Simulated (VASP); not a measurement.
# Si2Mo (I4/mmm) in VASP: further runs, part 3 of 3

VASP 6.6.1. The steps go on from the part before.

### 6 Electric field gradients, PBEsol (equal xx and yy strain of -1 %)

INCAR

```
SYSTEM = Si2Mo
PREC = Accurate
ENCUT = 520
EDIFF = 1E-8
ISMEAR = -1
SIGMA = 0.08
LREAL = .FALSE.
LASPH = .TRUE.
NELM = 100
ALGO = Normal
ISIF = 2
LWAVE = .FALSE.
LCHARG = .FALSE.
GGA = PS
LEFG = .TRUE.
NBANDS = 18
```

KPOINTS

```
regular mesh
0
G
  16 16 16
  0 0 0
```

POSCAR

```
Si2Mo
1.0
   -1.5840000000      1.5840000000      3.9305000000
    1.5840000000     -1.5840000000      3.9305000000
    1.5840000000      1.5840000000     -3.9305000000
Si Mo
2 1
Direct
    0.3330000000      0.3330000000      0.0000000000
    0.6670000000      0.6670000000      0.0000000000
    0.0000000000      0.0000000000      0.0000000000
```

Potentials or basis: VASP PAW PBE potentials, release 64 (Si, Mo_sv).

On the command line:

```console
$ cat potpaw_PBE.64/Si/POTCAR potpaw_PBE.64/Mo_sv/POTCAR > POTCAR
$ mpirun -np 1 vasp_std > vasp.out
```

OUTCAR:

```text
SYSTEM = Si2Mo
   PREC = Accurate
   ENCUT = 520
   EDIFF = 1E-8
   ISMEAR = -1
   LREAL = .FALSE.
   LASPH = .TRUE.
   NELM = 100
   ISIF = 2
   GGA = PS

 ion  position               nearest neighbor table
   1  0.333  0.333  0.000-   2 2.59   2 2.59   2 2.59   2 2.59   3 2.60   3 2.60   3 2.60   3 2.60
                             3 2.62   2 2.63
   2  0.667  0.667  0.000-   1 2.59   1 2.59   1 2.59   1 2.59   3 2.60   3 2.60   3 2.60   3 2.60
                             3 2.62   1 2.63
   3  0.000  0.000  0.000-   2 2.60   1 2.60   2 2.60   1 2.60   2 2.60   1 2.60   1 2.60   2 2.60
                             1 2.62   2 2.62

  LATTYP: Found a body centered tetragonal cell.
 ALAT       =     3.1680000000
 C/A-ratio  =     2.4813762626

  Lattice vectors:

 A1 = (  -1.5840000000,   1.5840000000,   3.9305000000)
 A2 = (   1.5840000000,  -1.5840000000,   3.9305000000)
 A3 = (   1.5840000000,   1.5840000000,  -3.9305000000)

Analysis of symmetry for initial positions (statically):
=====================================================================
 Subroutine PRICEL returns:
 Original cell was already a primitive cell.

 Routine SETGRP: Setting up the symmetry group for a
 body centered tetragonal supercell.

 Subroutine GETGRP returns: Found 16 space group operations
 (whereof 16 operations were pure point group operations)
 out of a pool of 16 trial point group operations.

The static configuration has the point symmetry D_4h.

Analysis of symmetry for dynamics (positions and initial velocities):
=====================================================================
 Subroutine PRICEL returns:
 Original cell was already a primitive cell.

 Routine SETGRP: Setting up the symmetry group for a
 body centered tetragonal supercell.

 Subroutine GETGRP returns: Found 16 space group operations
 (whereof 16 operations were pure point group operations)
 out of a pool of 16 trial point group operations.

The dynamic configuration has the point symmetry D_4h.

 Subroutine INISYM returns: Found 16 space group operations
 (whereof 16 operations are pure point group operations),
 and found     1 'primitive' translations

----------------------------------------------------------------------------------------

                                     Primitive cell

  volume of cell :      39.4474

  direct lattice vectors                    reciprocal lattice vectors
    -1.584000000  1.584000000  3.930500000     0.000000000  0.315656566  0.127210279
     1.584000000 -1.584000000  3.930500000     0.315656566  0.000000000  0.127210279
     1.584000000  1.584000000 -3.930500000     0.315656566  0.315656566  0.000000000

  length of vectors
     4.524040478  4.524040478  4.524040478     0.340325612  0.340325612  0.446405796

  position of ions in fractional coordinates (direct lattice)
     0.333000000  0.333000000  0.000000000
     0.667000000  0.667000000  0.000000000
     0.000000000  0.000000000  0.000000000

  ion indices of the primitive-cell ions
   primitive index   ion index
                 1           1
                 2           2
                 3           3

[... 81 lines left out ...]
   PSTRESS=    0.0 pullay stress
   NELECT =      22.0000    total number of electrons
   NUPDOWN=      -1.0000    fix difference up-down
   EMIN   =  10.00;   EMAX   =-10.00  energy-range for DOS
   EFERMI =   0.00;   METHOD = LEGACY
   ISMEAR =    -1;   SIGMA  =   0.08  broadening in eV -4-tet -1-fermi 0-gaus
   EFERMI_NEDOS =   21; number of points for ismear=-14 and -15
   IALGO  =     38    algorithm
   IMIX   =      4    mixing-type and parameters
     AMIX     =   0.40;   BMIX     =  1.00
     AMIX_MAG =   1.60;   BMIX_MAG =  1.00
  volume/ion in A,a.u.               =      13.15        88.73
  Fermi-wavevector in a.u.,A,eV,Ry     =   1.347544  2.546489 24.706483  1.815875
  Thomas-Fermi vector in A             =   2.475286
   LORBIT       =      0    0 simple, 1 ext, 2 COOP (PROOUT), +10 PAW based schemes
   GGA     = PS    functional components
   LHFCALC =     F    Hartree Fock is set to
   AEXX    =    0.0000 exact exchange contribution
   IVDW    =     0    specifies the selected vdW correction
   LEPSILON=     F    determine dielectric tensor
   LRPA    =     F    only Hartree local field effects (RPA)
 non-spin polarized calculation
  energy-cutoff  :      520.00
  volume of cell :       39.45
 maximum number of plane-waves:      1084
 NGX is ok and might be reduce to    36
   NGX = 17   NGY = 17   NGZ = 17

 number of electron      21.9999999 magnetization

 Free energy of the ion-electron system (eV)
  ---------------------------------------------------
  ext. energy  EPLUGINS =         0.00000000
  ---------------------------------------------------
  free energy    TOTEN  =       -25.07003403 eV

  energy without entropy =      -25.06379811  energy(sigma->0) =      -25.06691607

 E-fermi :  12.5032     XC(G=0): -12.6072

 val. band max:       12.4960785632   @ k =  -0.4375  -0.4375   0.4375
 cond. band min:      12.5119622641   @ k =  -0.0625   0.0625   0.0000
 fundamental gap:      0.0158837009
 Fermi energy:        12.5031933359

 k-point     1 :       0.0000    0.0000    0.0000
  band No.  band energies     occupation
      1     -48.1178      2.00000
      2     -22.3340      2.00000
      3     -22.2075      2.00000
      4     -22.2075      2.00000
      5      -1.1295      2.00000
      6       5.9956      2.00000
[... 481 lines left out ...]
      5      -1.0052      2.00000
      6       6.1097      2.00000
[... 10 lines left out ...]
     17      17.8576      0.00000
     18      18.2173      0.00000

 [... further k-points ...]
[... 5 lines left out ...]
  --------------------------------------------------------------------------------------
  -------------------------------------------------------------------------------------
  Total        0.8555924      0.8555924     -0.2989878      0.0000000     -0.0000000      0.0000000
  in kB       34.7503650     34.7503650    -12.1435567      0.0000000     -0.0000000      0.0000000
  external PRESSURE =      19.1190578 kB  Pullay stress =       0.0000000 kB

 VOLUME and BASIS-vectors are now :
 -----------------------------------------------------------------------------
  energy-cutoff  :      520.00
  volume of cell :       39.45
      direct lattice vectors                 reciprocal lattice vectors
    -1.584000000  1.584000000  3.930500000     0.000000000  0.315656566  0.127210279
     1.584000000 -1.584000000  3.930500000     0.315656566  0.000000000  0.127210279
     1.584000000  1.584000000 -3.930500000     0.315656566  0.315656566  0.000000000

 POSITION                                       TOTAL-FORCE (eV/Angst)
 -----------------------------------------------------------------------------------
      0.00000      0.00000      2.61771        -0.000000     -0.000000      0.292919
      0.00000      0.00000      5.24329         0.000000      0.000000     -0.292919
      0.00000      0.00000      0.00000        -0.000000     -0.000000      0.000000
 -----------------------------------------------------------------------------------
    total drift:                                0.000000      0.000000     -0.000000

  FREE ENERGIE OF THE ION-ELECTRON SYSTEM (eV)
  ---------------------------------------------------
  free  energy   TOTEN  =       -25.0700340316 eV

  energy  without entropy=      -25.0637981107  energy(sigma->0) =      -25.06691607

 Electric field gradients (V/A^2)
---------------------------------------------------------------------
 ion       V_xx      V_yy      V_zz      V_xy      V_xz      V_yz
---------------------------------------------------------------------
   1       5.320     5.320   -10.639    -0.000    -0.000    -0.000
   2       5.320     5.320   -10.639    -0.000    -0.000    -0.000
   3      24.862    24.862   -49.725     0.001     0.000     0.000
---------------------------------------------------------------------

 Electric field gradients after diagonalization (V/A^2)
 (convention: |V_zz| > |V_xx| > |V_yy|)
----------------------------------------------------------------------
 ion       V_xx      V_yy      V_zz     asymmetry (V_yy - V_xx)/ V_zz
----------------------------------------------------------------------
   1       5.320     5.320   -10.639       0.000
   2       5.320     5.320   -10.639       0.000
   3      24.863    24.861   -49.725       0.000
----------------------------------------------------------------------

           NMR quadrupolar parameters

 Cq : quadrupolar parameter    Cq=e*Q*V_zz/h
 eta: asymmetry parameters     (V_yy - V_xx)/ V_zz
 Q  : nuclear electric quadrupole moment in mb (millibarn)
----------------------------------------------------------------------
 ion       Cq(MHz)       eta       Q (mb)
----------------------------------------------------------------------
   1      -0.026       0.000       1.000
   2      -0.026       0.000       1.000
   3      -0.120       0.000       1.000
----------------------------------------------------------------------
```

stdout:

```text
POSCAR found type information on POSCAR SiMo
 POSCAR found :  2 types and       3 ions
 scaLAPACK will be used
 -----------------------------------------------------------------------------
|                                                                             |
|                                                                             |
|     You enforced a specific xc type in the INCAR file but a different       |
|     I HOPE YOU KNOW WHAT YOU ARE DOING!                                     |
|                                                                             |
 -----------------------------------------------------------------------------

 LDA part: xc-table for (Slater+PW92), standard interpolation
 POSCAR, INCAR and KPOINTS ok, starting setup
 FFT: planning ... GRIDC
 FFT: planning ... GRID_SOFT
 FFT: planning ... GRID
 WAVECAR not read
 entering main loop
ion   1

ion   2

ion   3
```

Wall time 12 min (1 thread of Oxide Virtual Turin-like, shared host); peak memory 0.35 GiB.

What came out:

```
Free energy            : -25.0700 eV
Pressure               : 1.9 GPa
Largest force          : 0.293 eV/Å
Band gap on the k mesh : zero (band 11 reaches 13.07 eV, above the bottom of band 12 at 12.04 eV)
```

Forces on the atoms (eV/Å):
```
Si   0.000  0.000  0.293
Si   0.000  0.000 -0.293
Mo   0.000  0.000  0.000
```

Stress tensor (GPa, compression positive):
```
 3.48  0.00  0.00
 0.00  3.48  0.00
 0.00  0.00 -1.21
```

Levels at points of the mesh, in eV from the Fermi level:
```csv
k point,band 8,band 9,band 10,band 11,band 12,band 13,band 14,band 15
"(0.00, 0.00, 0.00)",-3.18,-2.68,-2.68,0.47,3.00,3.26,3.77,3.77
"(0.50, 0.00, 0.00)",-4.55,-2.73,-2.53,-0.53,2.35,3.12,4.14,4.20
"(0.50, 0.50, 0.00)",-5.26,-4.58,-3.22,-1.13,2.42,2.78,2.99,3.21
"(0.50, 0.50, 0.50)",-2.37,-0.62,-0.62,-0.46,-0.46,0.60,4.53,5.35
```

Electric field gradients, principal values (V/Å²):
```csv
atom,least,middle,greatest (by size)
1 Si,5.320,5.320,-10.639
2 Si,5.320,5.320,-10.639
3 Mo,24.861,24.863,-49.725
```

Caveat: the cell differs from its parent crystal (equal xx and yy strain of -1 %); without QUAD_EFG the Cq values of the log hold for a quadrupole moment of 1 mb, not for the nuclei; the PAW data sets were made with another functional, which shifts forces and pressure a little.

### 7 The runs side by side

| cell | gap on the mesh (eV) | pressure (GPa) | largest force (eV/Å) |
| --- | --- | --- | --- |
| a = 4.569 Å, angles 139.0, 139.0, 59.4°, 3 atoms | none | -4.6 | 0.34 |
| a = 4.513 Å, angles 139.3, 139.3, 58.9°, 3 atoms | none | 6.7 | 0.26 |
| a = 4.524 Å, angles 139.0, 139.0, 59.4°, 3 atoms | none | 1.9 | 0.29 |

Alike in all rows: task electric field gradients; level PBEsol; potentials or basis VASP PAW PBE potentials, release 64 (Si, Mo_sv); no spin polarisation; k mesh 16 × 16 × 16; cutoff (eV) 520; smearing fermi-dirac 0.08 eV.

Caveats: the PAW data sets were made with another functional, which shifts forces and pressure a little.

Total energies depend on the potentials used, so only differences within one code and one set of settings carry meaning.
